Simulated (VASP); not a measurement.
Write the native input for VASP 6.6.1 that does the following.

```
Task                   : single point
Functional             : r2SCAN
Potentials or basis    : VASP PAW PBE potentials, release 64 (Be)
Cutoff                 : 520 eV
k mesh                 : 13 × 13 × 8
Occupations            : fermi-dirac, width 0.05 eV
Spin                   : no spin polarisation
Dipole correction      : no
Further INCAR settings : ALGO = Normal; EDIFF = 1e-06; NBANDS = 9
```

The system is Be.

```
Be
1.0
     2.28530    0.00000    0.00000
    -1.14265    1.97913    0.00000
     0.00000    0.00000    3.58420
Be
2
Direct
  0.66667 0.33333 0.75000
  0.33333 0.66667 0.25000
```

One way to write it, as run:

POSCAR

```
Be
1.0
    2.2853000000      0.0000000000      0.0000000000
   -1.1426500000      1.9791278553      0.0000000000
    0.0000000000      0.0000000000      3.5842000000
Be
2
Direct
    0.6666666667      0.3333333333      0.7500000000
    0.3333333333      0.6666666667      0.2500000000
```

INCAR.step1

```
  ALGO = Normal
  EDIFF = 1E-4
  ENCUT = 520
  GGA = PE
  ISMEAR = -1
  LASPH = T
  LCHARG = F
  LREAL = F
  LWAVE = T
  NBANDS = 9
  NELM = 100
  PREC = Accurate
  SIGMA = 0.05
```

INCAR.step2

```
  ALGO = Normal
  EDIFF = 1E-6
  ENCUT = 520
  ISIF = 2
  ISMEAR = -1
  ISTART = 1
  LASPH = T
  LCHARG = T
  LELF = T
  LMIXTAU = T
  LREAL = F
  LVHAR = T
  LWAVE = F
  METAGGA = R2SCAN
  NBANDS = 9
  NELM = 100
  PREC = Accurate
  SIGMA = 0.05
```

KPOINTS

```
k-points
0
Gamma
  13 13 8
```

Potentials or basis: VASP PAW PBE potentials, release 64 (Be).

Run with:

```bash
$ cat potpaw_PBE.64/Be/POTCAR > POTCAR
$ cp INCAR.step1 INCAR
$ mpirun -np 1 vasp_std > vasp.out
$ cp INCAR.step2 INCAR
$ mpirun -np 1 vasp_std > vasp.out
```

It gave:

The pressure is -2.7 GPa. The band gap on the k mesh is zero (bands 2 and 3 overlap by 1.74 eV).

Caveat: the PAW data sets were made with another functional, which shifts forces and pressure a little.

Run time: 62 s on 1 thread of Intel Xeon 8259CL, on a shared host, peak memory 0.13 GiB.
